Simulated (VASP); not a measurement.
A run of VASP 6.6.1 is set up as follows.

The input INCAR:

```
SYSTEM = In
ALGO = Fast ; EDIFF = 1E-7
ENCUT = 520 ; GGA = PE
ISIF = 2 ; ISMEAR = 0
IVDW = 12 ; LASPH = .True.
LCHARG = .False. ; LREAL = .False.
LWAVE = .False. ; NBANDS = 20
NELM = 100 ; PREC = Accurate
SIGMA = 0.15
```

File KPOINTS:

```
k-points
0
Gamma
  18 18 10
  0 0 0
```

File POSCAR:

```
In
1.0
    3.3354847820      0.0000000000      0.0000000000
   -1.6677423910      2.8886145552      0.0000000000
    0.0000000000      0.0000000000      5.6744172076
In
2
Direct
    0.3333333333      0.6666666667      0.2500000000
    0.6666666667      0.3333333333      0.7500000000
```

Potentials or basis: VASP PAW PBE potentials, release 64 (In_d).

The run is started by

```sh
$ cat potpaw_PBE.64/In_d/POTCAR > POTCAR
$ mpirun -np 1 vasp_std > vasp.out
```

Task: Estimate the dispersion energy per atom.

Result: -0.323 eV.

Task: Estimate the pressure.

Result: -1.5 GPa.

Task: Predict the band gap on the k mesh.

Result: Zero (bands 13 and 14 overlap by 5.73 eV).

Stress tensor (GPa, compression positive):
```
-1.33  0.00  0.00
 0.00 -1.33  0.00
 0.00  0.00 -1.85
```

Caveat: the cell differs from its parent crystal (strain +0.000 along x and y, +0.030 along z); spin-orbit coupling is left out, which moves the levels of the heavy elements.
